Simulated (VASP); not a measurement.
# AgCl (Pm-3m) in VASP: settings compared, part 2 of 3

VASP 6.6.1. Earlier steps stand in the parts before.

## 3. Molecular dynamics, PBE

This run uses another cell than the first one, of 20.25 Å³/atom, 0.893 times its volume.

File INCAR:

```
SYSTEM = AgCl
PREC = Normal ; ENCUT = 350
EDIFF = 1E-5 ; ISMEAR = 0
SIGMA = 0.1 ; LREAL = .False.
LASPH = .True. ; NELM = 120
ALGO = Normal ; ISIF = 2
LWAVE = .False. ; LCHARG = .False.
GGA = PE ; IBRION = 0
NSW = 6 ; POTIM = 2.0
TEBEG = 1200.0 ; TEEND = 1200.0
ISYM = 0 ; NELMIN = 4
RANDOM_SEED = 93 0 0 ; MDALGO = 1
ANDERSEN_PROB = 0.0 ; GGA_COMPAT = .False.
MAXMIX = 40
```

File KPOINTS:

```
Automatic mesh
0
Gamma
  3 3 3
  0 0 0
```

File POSCAR:

```
AgCl
1.0
    3.4339730000      0.0000000000      0.0000000000
    0.0000000000      3.4339730000      0.0000000000
    0.0000000000      0.0000000000      3.4339730000
Ag Cl
1 1
Direct
    0.0000000000      0.0000000000      0.0000000000
    0.5000000000      0.5000000000      0.5000000000
```

Potentials or basis: VASP PAW PBE potentials, release 64 (Ag, Cl).

Launch:

```sh
$ cat potpaw_PBE.64/Ag/POTCAR potpaw_PBE.64/Cl/POTCAR > POTCAR
$ mpirun -np 1 vasp_std > vasp.out
```

OUTCAR:

```text
SYSTEM = AgCl
   PREC = Normal
   ENCUT = 350
   EDIFF = 1E-5
   ISMEAR = 0
   LREAL = .False.
   LASPH = .True.
   NELM = 120
   ISIF = 2
   GGA = PE
   IBRION = 0
   NSW = 6
   POTIM = 2.0
   TEBEG = 1200.0
   ISYM = 0
   NELMIN = 4

 ion  position               nearest neighbor table
   1  0.000  0.000  0.000-   2 2.97   2 2.97   2 2.97   2 2.97   2 2.97   2 2.97   2 2.97   2 2.97

   2  0.500  0.500  0.500-   1 2.97   1 2.97   1 2.97   1 2.97   1 2.97   1 2.97   1 2.97   1 2.97

IMPORTANT INFORMATION: All symmetrisations will be switched off!
NOSYMM: (Re-)initialisation of all symmetry stuff for point group C_1.

----------------------------------------------------------------------------------------

                                     Primitive cell

  volume of cell :      40.4940

  direct lattice vectors                    reciprocal lattice vectors
     3.433973000  0.000000000  0.000000000     0.291207881  0.000000000  0.000000000
     0.000000000  3.433973000  0.000000000     0.000000000  0.291207881  0.000000000
     0.000000000  0.000000000  3.433973000     0.000000000  0.000000000  0.291207881

  length of vectors
     3.433973000  3.433973000  3.433973000     0.291207881  0.291207881  0.291207881

  position of ions in fractional coordinates (direct lattice)
     0.000000000  0.000000000  0.000000000
     0.500000000  0.500000000  0.500000000

  ion indices of the primitive-cell ions
   primitive index   ion index
                 1           1
                 2           2

----------------------------------------------------------------------------------------

 KPOINTS: Automatic mesh

Automatic generation of k-mesh.
 Grid dimensions read from file:
 generate k-points for:    3    3    3

 Generating k-lattice:

  Cartesian coordinates                     Fractional coordinates (reciprocal lattice)
     0.097069294  0.000000000  0.000000000     0.333333333  0.000000000  0.000000000
     0.000000000  0.097069294  0.000000000     0.000000000  0.333333333  0.000000000
     0.000000000  0.000000000  0.097069294     0.000000000  0.000000000  0.333333333

  Length of vectors
     0.097069294  0.097069294  0.097069294

  Shift w.r.t. Gamma in fractional coordinates (k-lattice)
     0.000000000  0.000000000  0.000000000

 Subroutine IBZKPT returns following result:
 ===========================================

 Found     14 irreducible k-points:

 Following reciprocal coordinates:
            Coordinates               Weight
  0.000000  0.000000  0.000000      1.000000
  0.333333  0.000000  0.000000      2.000000
  0.000000  0.333333  0.000000      2.000000
  0.000000  0.000000  0.333333      2.000000
  0.333333  0.333333  0.000000      2.000000
  0.000000  0.333333  0.333333      2.000000
  0.333333  0.000000  0.333333      2.000000
 -0.333333  0.333333  0.000000      2.000000
 -0.333333  0.000000  0.333333      2.000000
  0.000000 -0.333333  0.333333      2.000000
  0.333333  0.333333  0.333333      2.000000
 -0.333333  0.333333  0.333333      2.000000
 -0.333333 -0.333333  0.333333      2.000000
  0.333333 -0.333333  0.333333      2.000000
   k-points           NKPTS =     14   k-points in BZ     NKDIM =     14   number of bands    NBANDS=     13
   number of dos      NEDOS =    301   number of ions     NIONS =      2
   total plane-waves  NPLWV =   4096
   dimension x,y,z NGX =    16 NGY =   16 NGZ =   16
   dimension x,y,z NGXF=    32 NGYF=   32 NGZF=   32
   ions per type =               1   1
   NGX,Y,Z   is equivalent  to a cutoff of   7.75,  7.75,  7.75 a.u.
   NGXF,Y,Z  is equivalent  to a cutoff of  15.49, 15.49, 15.49 a.u.
 SYSTEM =  AgCl
   PREC   = normal    normal or accurate (medium, high low for compatibility)
   ISTART =      0    job   : 0-new  1-cont  2-samecut
   ICHARG =      2    charge: 1-file 2-atom 10-const
   ISPIN  =      1    spin polarized calculation?
   LNONCOLLINEAR =      F non collinear calculations
   LSORBIT =      F    spin-orbit coupling
   LASPH  =      T    aspherical Exc in radial PAW
   ENCUT  =  350.0 eV  25.72 Ry    5.07 a.u.   5.24  5.24  5.24*2*pi/ulx,y,z
   NELM   =    120;   NELMIN=  4; NELMDL= -5     # of ELM steps
   EDIFF  = 0.1E-04   stopping-criterion for ELM
   LREAL  =      F    real-space projection
   EDIFFG = 0.1E-03   stopping-criterion for IOM
   NSW    =      6    number of steps for IOM
   IBRION =      0    ionic relax: 0-MD 1-quasi-New 2-CG
   NFREE  =      0    steps in history (QN), initial steepest desc. (CG)
   ISIF   =      2    stress and relaxation
   ISYM   =      0    0-nonsym 1-usesym 2-fastsym
   POTIM  = 2.0000    time-step for ionic-motion
   TEBEG  = 1200.0;   TEEND  =1200.0 temperature during run
   PSTRESS=    0.0 pullay stress
   NELECT =      18.0000    total number of electrons
   NUPDOWN=      -1.0000    fix difference up-down
   EMIN   =  10.00;   EMAX   =-10.00  energy-range for DOS
   EFERMI =   0.00;   METHOD = LEGACY
   ISMEAR =     0;   SIGMA  =   0.10  broadening in eV -4-tet -1-fermi 0-gaus
   EFERMI_NEDOS =   21; number of points for ismear=-14 and -15
   IALGO  =     38    algorithm
   IMIX   =      4    mixing-type and parameters
     AMIX     =   0.40;   BMIX     =  1.00
     AMIX_MAG =   1.60;   BMIX_MAG =  1.00
  volume/ion in A,a.u.               =      20.25       136.63
  Fermi-wavevector in a.u.,A,eV,Ry     =   1.249402  2.361027 21.238760  1.561005
  Thomas-Fermi vector in A             =   2.383444
   LORBIT       =      0    0 simple, 1 ext, 2 COOP (PROOUT), +10 PAW based schemes
   GGA     = PE    functional components
   LHFCALC =     F    Hartree Fock is set to
   AEXX    =    0.0000 exact exchange contribution
   IVDW    =     0    specifies the selected vdW correction
   LEPSILON=     F    determine dielectric tensor
   LRPA    =     F    only Hartree local field effects (RPA)
 molecular dynamics for ions
 non-spin polarized calculation
 Gauss-broadening in eV      SIGMA  =   0.10
  energy-cutoff  :      350.00
  volume of cell :       40.49
 maximum number of plane-waves:       619
   NGX = 11   NGY = 11   NGZ = 11

--------------------------------------- Ionic step        1  -------------------------------------------

 number of electron      18.0000019 magnetization

 Free energy of the ion-electron system (eV)
  ---------------------------------------------------
  ext. energy  EPLUGINS =         0.00000000
  ---------------------------------------------------
  free energy    TOTEN  =        -5.03651985 eV

  energy without entropy =       -5.03651985  energy(sigma->0) =       -5.03651985

------------------------ aborting loop because EDIFF is reached ----------------------------------------

  FORCE on cell =-STRESS in cart. coord.  units (eV):
  Direction    XX          YY          ZZ          XY          YZ          ZX
  --------------------------------------------------------------------------------------
  -------------------------------------------------------------------------------------
  Total       -0.0434017     -0.0434116     -0.0434259     -0.0000038     -0.0000010     -0.0000113
  in kB       -1.7172232     -1.7176141     -1.7181816     -0.0001508     -0.0000387     -0.0004487
  external PRESSURE =      -1.7176729 kB  Pullay stress =       0.0000000 kB
[... 207 lines left out ...]
  ENERGY OF THE ELECTRON-ION-THERMOSTAT SYSTEM (eV)
  ---------------------------------------------------
% ion-electron   TOTEN  =        -5.036178  see above
  kinetic energy EKIN   =         0.154755
  kin. lattice  EKIN_LAT=         0.000000  (temperature 1197.23 K)
  nose potential ES     =         0.000000
  nose kinetic   EPS    =         0.000000
  ---------------------------------------------------
  total energy   ETOTAL =        -4.881423 eV

--------------------------------------- Ionic step        6  -------------------------------------------

 number of electron      17.9999956 magnetization

 Free energy of the ion-electron system (eV)
  ---------------------------------------------------
  ext. energy  EPLUGINS =         0.00000000
  ---------------------------------------------------
  free energy    TOTEN  =        -5.03596179 eV

  energy without entropy =       -5.03596179  energy(sigma->0) =       -5.03596179

 E-fermi :   4.0789     XC(G=0): -10.3715

 val. band max:        3.6607706882   @ k =   0.3333   0.0000   0.0000
 cond. band min:       4.4745739370   @ k =   0.0000   0.0000   0.0000
 fundamental gap:      0.8138032488
 Fermi energy:         4.0788939375

 k-point     1 :       0.0000    0.0000    0.0000
  band No.  band energies     occupation
      1     -10.6360      2.00000
      2       1.1374      2.00000
      3       1.1463      2.00000
      4       2.0189      2.00000
      5       2.0705      2.00000
      6       2.0894      2.00000
      7       2.4758      2.00000
      8       2.4807      2.00000
      9       2.5020      2.00000
     10       4.4746      0.00000
     11      13.3026      0.00000
     12      13.3220      0.00000
     13      17.5846      0.00000
[... 241 lines left out ...]
  ENERGY OF THE ELECTRON-ION-THERMOSTAT SYSTEM (eV)
  ---------------------------------------------------
% ion-electron   TOTEN  =        -5.035962  see above
  kinetic energy EKIN   =         0.154514
  kin. lattice  EKIN_LAT=         0.000000  (temperature 1195.37 K)
  nose potential ES     =         0.000000
  nose kinetic   EPS    =         0.000000
  ---------------------------------------------------
  total energy   ETOTAL =        -4.881447 eV
```

Wall time 11 s (1 thread of AMD EPYC 9R45 (Zen 5), shared host); peak memory 0.08 GiB.

The path:
```
step  potential energy change (eV)  largest force (eV/Å)  pressure (GPa)  volume (Å³)  temperature (K)
   1                        0.0000                0.0000           -0.17        40.49             1200
   2                        0.0000                0.0027           -0.19        40.49             1200
   3                        0.0001                0.0047           -0.11        40.49             1199
   4                        0.0002                0.0052           -0.09        40.49             1198
   5                        0.0003                0.0108           -0.08        40.49             1197
   6                        0.0006                0.0133           -0.04        40.49             1195
```

Caveat: the k points lie up to 0.61 Å⁻¹ apart.

## 4. Single point, PBE, collinear spin, zero start

This run uses another cell than the first one, of 20.25 Å³/atom, 0.893 times its volume.

File INCAR:

```
SYSTEM = AgCl
ALGO = Normal
EDIFF = 1E-6
ENCUT = 500
GGA = PE
GGA_COMPAT = .FALSE.
ISIF = 2
ISMEAR = 0
ISPIN = 2
LASPH = .TRUE.
LCHARG = .FALSE.
LMAXMIX = 4
LORBIT = 11
LREAL = .FALSE.
LWAVE = .FALSE.
MAGMOM = 0 0
NBANDS = 20
NELM = 200
PREC = Accurate
SIGMA = 0.1
```

File KPOINTS:

```
k-points
0
G
  4 4 4
  0 0 0
```

POSCAR is that of step 3.

Launch:

```sh
$ cat potpaw_PBE.64/Ag/POTCAR potpaw_PBE.64/Cl/POTCAR > POTCAR
$ mpirun -np 1 vasp_std > vasp.out
```

It took 18 s on 1 thread of AMD EPYC 9R45 (Zen 5), shared host; peak memory 0.14 GiB.

Results (log left out):

* Free energy: -5.0957 eV
* Pressure: 0.0 GPa
* Band gap on the k mesh: 0.56 eV, indirect (least direct gap 2.06 eV)
* Net moment: 0.00 μB per cell
* Valence electrons inside the program's atomic spheres: Ag 9.64; Cl 5.08

Levels at points of the mesh, in eV from the valence-band top:
Spin up:
```tsv
k point	band 5	band 6	band 7	band 8	band 9	band 10	band 11	band 12	band 13	band 14
(0.00, 0.00, 0.00)	-1.80	-1.80	-1.49	-1.49	-1.49	0.56	9.43	9.43	13.65	13.65
(0.50, 0.00, 0.00)	-2.59	-1.75	-1.44	0.00	0.00	4.90	5.50	9.42	10.01	10.01
(0.50, 0.50, 0.00)	-2.11	-2.08	-2.08	-1.50	-0.87	2.79	8.92	8.92	10.62	13.73
(0.50, 0.50, 0.50)	-1.49	-1.49	-0.18	-0.18	-0.18	4.79	4.79	4.79	6.74	17.43
```
Spin down:
```csv
k point,band 5,band 6,band 7,band 8,band 9,band 10,band 11,band 12,band 13,band 14
"(0.00, 0.00, 0.00)",-1.80,-1.80,-1.49,-1.49,-1.49,0.56,9.43,9.43,13.65,13.65
"(0.50, 0.00, 0.00)",-2.59,-1.75,-1.44,0.00,0.00,4.90,5.50,9.42,10.01,10.01
"(0.50, 0.50, 0.00)",-2.11,-2.08,-2.08,-1.50,-0.87,2.79,8.92,8.92,10.62,13.73
"(0.50, 0.50, 0.50)",-1.49,-1.49,-0.18,-0.18,-0.18,4.79,4.79,4.79,6.74,17.43
```

Caveat: the k points lie up to 0.46 Å⁻¹ apart. A hybrid or GW would open this gap; PBE tends to underestimate it.

(Continued in part 3 of 3.)
